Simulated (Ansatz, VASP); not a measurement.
# BP2: VASP beside Ansatz

```
B P
1.0
     4.35348    0.00000    0.00000
     0.00000    4.35348    0.00000
     0.00000    0.00000    4.60997
B P
2 4
Cartesian
  2.1767 0.0000 0.1046
  0.0000 2.1767 2.4096
  0.7674 0.7674 1.2570
  3.5861 3.5860 1.2570
  3.5860 0.7674 3.5620
  0.7674 3.5861 3.5620
```

Alike in both runs: functional PBE; k mesh 4 × 4 × 4; occupations gaussian, width 0.1 eV; no spin polarisation.

Ansatz relaxed the structure, and its values are those at the end. VASP's run is a single point on that final structure, the one shown.

|  | VASP | Ansatz |
| --- | --- | --- |
| version | VASP 6.6.1 | Ansatz 0.2.0 |
| potentials or method | VASP PAW PBE potentials, release 64 (B, P), cutoff 520 eV | scalar-relativistic, plane waves, PAW |
| valence electrons in the cell | 26 | 26 |

|  | VASP | Ansatz | Ansatz less VASP |
| --- | --- | --- | --- |
| gap on the k mesh at the Fermi level (eV) | none | none | - |
| pressure (GPa) | -0.1 | 0.2 | +0.25 |
| rms of the force components (eV/Å) | 0.045 | 0.025 | -0.0193 |

A gap of «none» marks a metal or a gap that the smearing closes.

The k mesh is coarse, so the values compare programs but aren't converged.
